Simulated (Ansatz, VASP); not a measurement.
NaH: VASP beside Ansatz

```
Na H
1.0
     0.00000    2.46982    2.32558
     2.46982    0.00000    2.32558
     2.46982    2.46982    0.00000
Na H
1 1
Direct
  0.00000 0.00000 0.00000
  0.50000 0.50000 0.50000
```

Alike in both runs: task single point; functional r2SCAN; k mesh 10 × 10 × 10; occupations fermi-dirac, width 0.2 eV; no spin polarisation.

```csv
,VASP,Ansatz
version,VASP 6.6.1,Ansatz 0.2.0
potentials or method,"VASP PAW PBE potentials, release 64 (Na_pv, H), cutoff 520 eV","scalar-relativistic, plane waves, PAW"
valence electrons in the cell,8,10
```

|  | VASP | Ansatz | Ansatz less VASP |
| --- | --- | --- | --- |
| gap on the k mesh at the Fermi level (eV) | 4.32 | 4.31 | -0.011 |
| least direct gap on the mesh (eV) | 5.20 | 5.18 | -0.014 |
| pressure (GPa) | -0.6 | -0.5 | +0.12 |
| traceless stress, the component that is largest in VASP (GPa) | 1.41 | 1.40 | -0.013 |

VASP's potentials were made for PBE, not for r2SCAN. The functional is the same, so the differences come from potentials, cutoffs and numerics. VASP's potentials hold 8 valence electrons a cell and Ansatz's 10, so a difference there can come from the potentials and not from the codes.
